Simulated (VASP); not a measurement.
# PbS (P6_3mc) in VASP: single point with PBE

Aim: the single point of PbS with PBE.

All numbers are computed with VASP 6.6.1; they aren't measurements. Logs are shortened: lines on timing, memory, paths and dates and some standing lists are left out, and cuts for length are marked.

## (1) The cell of the first run

It takes space group P6_3mc (No. 186, hexagonal). The conventional cell has a = 4.997 Å, b = 4.997 Å, c = 5.998 Å, α = 90.00°, β = 90.00°, γ = 120.00°. Within 3.8 Å of Pb (site symmetry 3m) lie 5 S at 2.89 to 3.02 Å. S (site symmetry 3m) has 5 Pb at 2.89 to 3.02 Å within 3.8 Å.

## (2) Single point, PBE, non-collinear spin, zero start, spin-orbit coupling

Contents of INCAR:

```
PREC = Accurate
ENCUT = 520
EDIFF = 1E-7
ISMEAR = 0
SIGMA = 0.01
LREAL = F
LASPH = T
NELM = 150
ALGO = Normal
ISIF = 2
LWAVE = F
LCHARG = F
LNONCOLLINEAR = T
MAGMOM = 0 0 0 0 0 0 0 0 0 0 0 0
LORBIT = 11
LSORBIT = T
GGA_COMPAT = F
LORBMOM = T
GGA = PE
NBANDS = 54
```

Contents of KPOINTS:

```
regular mesh
0
Gamma
  6 6 4
```

Contents of POSCAR:

```
PbS
1.0
    4.9970300227      0.0000000000      0.0000000000
   -2.4985150114      4.3275549432      0.0000000000
    0.0000000000      0.0000000000      5.9976969638
Pb S
2 2
Direct
    0.3333333333      0.6666666667     -0.0640822957
    0.6666666667      0.3333333333      0.4359177043
    0.3333333333      0.6666666667      0.4390822957
    0.6666666667      0.3333333333      0.9390822957
```

Potentials or basis: VASP PAW PBE potentials, release 64 (Pb_d, S).

Launch:

```console
cat potpaw_PBE.64/Pb_d/POTCAR potpaw_PBE.64/S/POTCAR > POTCAR
mpirun -np 1 vasp_ncl > vasp.out
```

OUTCAR:

```text
PREC = Accurate
   ENCUT = 520
   EDIFF = 1E-7
   ISMEAR = 0
   LREAL = F
   LASPH = T
   NELM = 150
   ISIF = 2
   LNONCOLLINEAR = T
   LORBIT = 11
   LSORBIT = T
   GGA = PE

 ion  position               nearest neighbor table
   1  0.333  0.667  0.936-   4 2.89   4 2.89   4 2.89   3 2.98   3 3.02
   2  0.667  0.333  0.436-   3 2.89   3 2.89   3 2.89   4 2.98   4 3.02
   3  0.333  0.667  0.439-   2 2.89   2 2.89   2 2.89   1 2.98   1 3.02
   4  0.667  0.333  0.939-   1 2.89   1 2.89   1 2.89   2 2.98   2 3.02

  LATTYP: Found a hexagonal cell.
 ALAT       =     4.9970300227
 C/A-ratio  =     1.2002523372

  Lattice vectors:

 A1 = (   4.9970300227,   0.0000000000,   0.0000000000)
 A2 = (  -2.4985150114,   4.3275549432,   0.0000000000)
 A3 = (   0.0000000000,   0.0000000000,   5.9976969638)

Analysis of symmetry for initial positions (statically):
=====================================================================
 Subroutine PRICEL returns:
 Original cell was already a primitive cell.

 Routine SETGRP: Setting up the symmetry group for a
 hexagonal supercell.

 Subroutine GETGRP returns: Found 12 space group operations
 (whereof  6 operations were pure point group operations)
 out of a pool of 24 trial point group operations.

The static configuration has the point symmetry C_3v.
 The point group associated with its full space group is C_6v.

Analysis of symmetry for dynamics (positions and initial velocities):
=====================================================================
 Subroutine PRICEL returns:
 Original cell was already a primitive cell.

 Routine SETGRP: Setting up the symmetry group for a
 hexagonal supercell.

 Subroutine GETGRP returns: Found 12 space group operations
 (whereof  6 operations were pure point group operations)
 out of a pool of 24 trial point group operations.

The dynamic configuration has the point symmetry C_3v.
 The point group associated with its full space group is C_6v.

Analysis of structural, dynamic, and magnetic symmetry:
=====================================================================
 Subroutine PRICEL returns:
 Original cell was already a primitive cell.

 Routine SETGRP: Setting up the symmetry group for a
 hexagonal supercell.

 Subroutine GETGRP returns: Found 12 space group operations
 (whereof  6 operations were pure point group operations)
 out of a pool of 24 trial point group operations.

The overall configuration has the point symmetry C_3v.
 The point group associated with its full space group is C_6v.

 Subroutine INISYM returns: Found 12 space group operations
 (whereof  6 operations are pure point group operations),
 and found     1 'primitive' translations

----------------------------------------------------------------------------------------

                                     Primitive cell

  volume of cell :     129.6997

  direct lattice vectors                    reciprocal lattice vectors
     4.997030023  0.000000000  0.000000000     0.200118870  0.115538683  0.000000000
    -2.498515011  4.327554943  0.000000000     0.000000000  0.231077367  0.000000000
     0.000000000  0.000000000  5.997696964     0.000000000  0.000000000  0.166730664

  length of vectors
     4.997030023  4.997030023  5.997696964     0.231077367  0.231077367  0.166730664

  position of ions in fractional coordinates (direct lattice)
     0.333333333  0.666666667  0.935917704
     0.666666667  0.333333333  0.435917704
     0.333333333  0.666666667  0.439082296
     0.666666667  0.333333333  0.939082296

  ion indices of the primitive-cell ions
   primitive index   ion index
                 1           1
                 2           2
                 3           3
                 4           4

[... 119 lines left out ...]
  ext. energy  EPLUGINS =         0.00000000
  ---------------------------------------------------
  free energy    TOTEN  =       -17.99646689 eV

  energy without entropy =      -17.99646689  energy(sigma->0) =      -17.99646689

 E-fermi :   3.7394     XC(G=0):  -8.3907

 val. band max:        3.6979800713   @ k =   0.3333   0.3333   0.5000
 cond. band min:       4.5383720536   @ k =   0.3333   0.3333   0.5000
 fundamental gap:      0.8403919823
 Fermi energy:         3.7393530458

 k-point     1 :       0.0000    0.0000    0.0000
  band No.  band energies     occupation
      1     -14.4179      1.00000
      2     -14.4179      1.00000
      3     -14.4179      1.00000
      4     -14.4179      1.00000
      5     -14.4100      1.00000
      6     -14.4100      1.00000
[... 1309 lines left out ...]
     51       7.5796      0.00000
     52       7.5796      0.00000

 [... further k-points ...]

 [bands above 52 left out]

------------------------ aborting loop because EDIFF is reached ----------------------------------------

  FORCE on cell =-STRESS in cart. coord.  units (eV):
  Direction    XX          YY          ZZ          XY          YZ          ZX
  --------------------------------------------------------------------------------------
  -------------------------------------------------------------------------------------
  Total        0.4465492      0.4465492      0.6311900     -0.0000000      0.0000000      0.0000000
  in kB        5.5162110      5.5162110      7.7970729     -0.0000000      0.0000000      0.0000000
  external PRESSURE =       6.2764983 kB  Pullay stress =       0.0000000 kB

 VOLUME and BASIS-vectors are now :
 -----------------------------------------------------------------------------
  energy-cutoff  :      520.00
  volume of cell :      129.70
      direct lattice vectors                 reciprocal lattice vectors
     4.997030023  0.000000000  0.000000000     0.200118870  0.115538683  0.000000000
    -2.498515011  4.327554943  0.000000000     0.000000000  0.231077367  0.000000000
     0.000000000  0.000000000  5.997696964     0.000000000  0.000000000  0.166730664

 POSITION                                       TOTAL-FORCE (eV/Angst)
 -----------------------------------------------------------------------------------
     -0.00000      2.88504      5.61335        -0.000000      0.000000      0.000756
      2.49852      1.44252      2.61450         0.000000     -0.000000      0.000756
     -0.00000      2.88504      2.63348        -0.000000      0.000000     -0.000756
      2.49852      1.44252      5.63233         0.000000     -0.000000     -0.000756
 -----------------------------------------------------------------------------------
    total drift:                               -0.000000      0.000000      0.000137

  FREE ENERGIE OF THE ION-ELECTRON SYSTEM (eV)
  ---------------------------------------------------
  free  energy   TOTEN  =       -17.9964668875 eV

  energy  without entropy=      -17.9964668875  energy(sigma->0) =      -17.99646689

 orbital moment (x)

 # of ion     p       d       tot
 ----------------------------------------
  1         0.000   0.000   0.000
  2        -0.000  -0.000  -0.000
  3         0.000   0.000   0.000
  4        -0.000   0.000  -0.000
 ----------------------------------------
            0.000   0.000   0.000

 orbital moment (y)

 # of ion     p       d       tot
 ----------------------------------------
  1         0.000  -0.000  -0.000
  2         0.000   0.000   0.000
  3         0.000   0.000   0.000
  4        -0.000   0.000  -0.000
 ----------------------------------------
            0.000   0.000   0.000

 orbital moment (z)

 # of ion     p       d       tot
 ----------------------------------------
  1        -0.000   0.000  -0.000
  2         0.000   0.000   0.000
  3         0.000   0.000   0.000
  4         0.000   0.000   0.000
 ----------------------------------------
           -0.000   0.000  -0.000

 Spin-Orbit-Coupling matrix elements

 Ion:    1  E_soc:     -0.8027096
 l=   1
     0.0000000    -0.0662188    -0.0681458
    -0.0662188     0.0000000    -0.0662188
    -0.0681458    -0.0662188     0.0000000
 l=   2
     0.0000000    -0.0134245     0.0000000    -0.0134245    -0.0538104
    -0.0134245     0.0000000    -0.0399098    -0.0134434    -0.0134245
     0.0000000    -0.0399098     0.0000000    -0.0399098     0.0000000
    -0.0134245    -0.0134434    -0.0399098     0.0000000    -0.0134245
    -0.0538104    -0.0134245     0.0000000    -0.0134245     0.0000000
 l=   3
     0.0000000     0.0000000     0.0000000     0.0000000     0.0000000     0.0000000     0.0000000
     0.0000000     0.0000000     0.0000000     0.0000000     0.0000000     0.0000000     0.0000000
     0.0000000     0.0000000     0.0000000     0.0000000     0.0000000     0.0000000     0.0000000
     0.0000000     0.0000000     0.0000000     0.0000000     0.0000000     0.0000000     0.0000000
[... 49 lines left out ...]
 l=   2
     0.0000000     0.0000000     0.0000000     0.0000000     0.0000000
     0.0000000     0.0000000     0.0000000     0.0000000     0.0000000
     0.0000000     0.0000000     0.0000000     0.0000000     0.0000000
     0.0000000     0.0000000     0.0000000     0.0000000     0.0000000
     0.0000000     0.0000000     0.0000000     0.0000000     0.0000000
 l=   3
     0.0000000     0.0000000     0.0000000     0.0000000     0.0000000     0.0000000     0.0000000
     0.0000000     0.0000000     0.0000000     0.0000000     0.0000000     0.0000000     0.0000000
     0.0000000     0.0000000     0.0000000     0.0000000     0.0000000     0.0000000     0.0000000
     0.0000000     0.0000000     0.0000000     0.0000000     0.0000000     0.0000000     0.0000000
     0.0000000     0.0000000     0.0000000     0.0000000     0.0000000     0.0000000     0.0000000
     0.0000000     0.0000000     0.0000000     0.0000000     0.0000000     0.0000000     0.0000000
     0.0000000     0.0000000     0.0000000     0.0000000     0.0000000     0.0000000     0.0000000

 total charge

# of ion       s       p       d       tot
------------------------------------------
    1        1.481   0.531   9.839  11.852
    2        1.481   0.531   9.839  11.852
    3        1.356   2.324   0.000   3.680
    4        1.356   2.324   0.000   3.680
--------------------------------------------------
tot          5.675   5.711  19.678  31.064

 magnetization (x)

# of ion       s       p       d       tot
------------------------------------------
    1       -0.000  -0.000   0.000  -0.000
    2       -0.000   0.000   0.000   0.000
    3        0.000   0.000   0.000   0.000
    4       -0.000   0.000   0.000   0.000
--------------------------------------------------
tot         -0.000   0.000   0.000  -0.000

 magnetization (y)

# of ion       s       p       d       tot
------------------------------------------
    1        0.000   0.000  -0.000  -0.000
    2       -0.000   0.000   0.000  -0.000
    3        0.000  -0.000   0.000  -0.000
    4        0.000   0.000   0.000   0.000
--------------------------------------------------
tot         -0.000   0.000   0.000  -0.000

 magnetization (z)

# of ion       s       p       d       tot
------------------------------------------
    1        0.000   0.000   0.000   0.000
    2        0.000   0.000   0.000   0.000
    3       -0.000  -0.000   0.000  -0.000
    4        0.000   0.000   0.000   0.000
--------------------------------------------------
tot          0.000   0.000   0.000   0.000
```

Run time: 5.8 min. Hardware: 1 thread of Intel Xeon Platinum 8488C (Sapphire Rapids), shared host; peak memory 0.7 GiB.

Results:

- Free energy: -17.9965 eV
- Pressure: 0.6 GPa
- Net moment: 0.00 μB per cell
- Valence electrons inside the program's atomic spheres: Pb 11.85; S 3.68

Moments on the atoms (μB; x, y, z):
```
Pb  0.00 0.00 0.00
Pb  0.00 0.00 0.00
S   0.00 0.00 0.00
S   0.00 0.00 0.00
```
